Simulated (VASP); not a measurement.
Runs of VASP 6.6.1 on P. The structure is that of space group Pm-3m (No. 221), or close to it. The cells are those of the table. 

```tsv
cell	gap on the mesh (eV)	pressure (GPa)
a = 4.487, b = 4.487, c = 4.378 Å, 1 atom	none	(a)
a = 4.166, b = 4.166, c = 4.159 Å, 1 atom	none	-4.9
a = 4.059, b = 4.059, c = 4.269 Å, 1 atom	none	(b)
a = 4.487, b = 4.487, c = 4.597 Å, 1 atom	none	-2.8
a = 4.059, b = 4.059, c = 4.159 Å, 1 atom	none	-5.5
```

Alike in all rows: task single point; level r2SCAN; potentials or basis VASP PAW PBE potentials, release 64 (P); no spin polarisation; k mesh 12 × 12 × 12; cutoff (eV) 520; smearing gaussian 0.15 eV.

Fill in the values left out.

(a) -3.2; (b) -5.2.

Caveats: the atoms stand far beyond bonding distance, and open shells without spin polarisation read as a metal; the PAW data sets were made with another functional, which shifts forces and pressure a little; the cell stands under tension (at least some runs).

A gap of «none» marks levels without a gap at the run's occupations.
